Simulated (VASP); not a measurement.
Write the native input for VASP 6.6.1 that does the following.

* Task: single point
* Functional: PBE
* Dispersion: D3(BJ)
* Potentials or basis: VASP PAW PBE potentials, release 64 (C, H, O)
* Cutoff: 520 eV
* k mesh: 2 × 2 × 1
* Occupations: gaussian, width 0.02 eV
* Spin: collinear spin, zero start
* Starting moments: [0.0, 0.0, 0.0, 0.0, 0.0, 0.0, 0.0, 0.0, 0.0, 0.0, 0.0, 0.0, 0.0, 0.0, 0.0, 0.0, 0.0, 0.0, 0.0, 0.0, 0.0] μB
* Dipole correction: no
* Further INCAR settings: LREAL = Auto; ALGO = Normal; EDIFF = 1e-06; NBANDS = 62

The structure of HC19O lies in POSCAR:

```
HC19O
1.0
    7.3980000000      0.0000000000      0.0000000000
   -3.6990000000      6.4068560000      0.0000000000
    0.0000000000      0.0000000000     13.0000000000
C H O
19 1 1
Direct
    0.0008768117     -0.0002953087      0.0723324615
    0.2235226623      0.1115522184      0.0716031538
    0.0012086338      0.3336043451      0.0729229231
    0.2236223139      0.4434630652      0.0718860769
   -0.0029193160      0.6646206813      0.0728902308
    0.2222703846      0.7772055436      0.0892440000
    0.3355138920      0.0033038045      0.0741755385
    0.5560684263      0.1116310402      0.0730510000
    0.3347237909      0.3332313072      0.0698426923
    0.5564000502      0.4442645504      0.0694310769
    0.3364345110      0.6641699142      0.0748305385
    0.5572844598      0.7770695954      0.0731372308
    0.6675105679     -0.0000742954      0.0742036923
    0.8898530322      0.1111023878      0.0731330769
    0.6673081016      0.3334840053      0.0701966923
    0.8892461103      0.4446714582      0.0716937692
    0.6675763982      0.6660630425      0.0699350000
    0.8893110535      0.7770589818      0.0711988462
    0.2487631561      0.7633438304      0.2228683846
    0.3978051155      0.9015788711      0.2459303846
    0.1217543824      0.6307891109      0.2762630769
```

The input as run:

INCAR

```
SYSTEM = HC19O
  PREC = Accurate
  ENCUT = 520
  EDIFF = 1E-6
  ISMEAR = 0
  SIGMA = 0.02
  LREAL = Auto
  LASPH = .True.
  NELM = 150
  ALGO = Normal
  ISIF = 2
  LWAVE = .False.
  LCHARG = .False.
  ISPIN = 2
  MAGMOM = 0 0 0 0 0 0 0 0 0 0 0 0 0 0 0 0 0 0 0 0 0
  LORBIT = 11
  GGA = PE
  IVDW = 12
  NBANDS = 62
```

KPOINTS

```
regular mesh
0
Gamma
  2 2 1
  0 0 0
```

Potentials or basis: VASP PAW PBE potentials, release 64 (C, H, O).

Run with:

```sh
$ cat potpaw_PBE.64/C/POTCAR potpaw_PBE.64/H/POTCAR potpaw_PBE.64/O/POTCAR > POTCAR
$ mpirun -np 1 vasp_std > vasp.out
```

Results of the run:

```json
{"Largest force": "0.690 eV/Å", "Net moment": "0.00 μB per cell", "Valence electrons inside the program's atomic spheres": "C 2.64, 2.66, 2.67, 2.65, 2.61, 2.63, 2.55 (each value once); H 0.67; O 5.13", "Dispersion energy per atom": "-0.088 eV"}
```

Caveat: the k points lie up to 0.49 Å⁻¹ apart; there is no dipole correction, which matters where the two faces differ; no moment was typed at the start, so none could form.

Run time: 6.3 min on 1 thread of Intel(R) Xeon(R) 6975P-C (Granite Rapids) (shared host), peak memory 0.93 GiB.
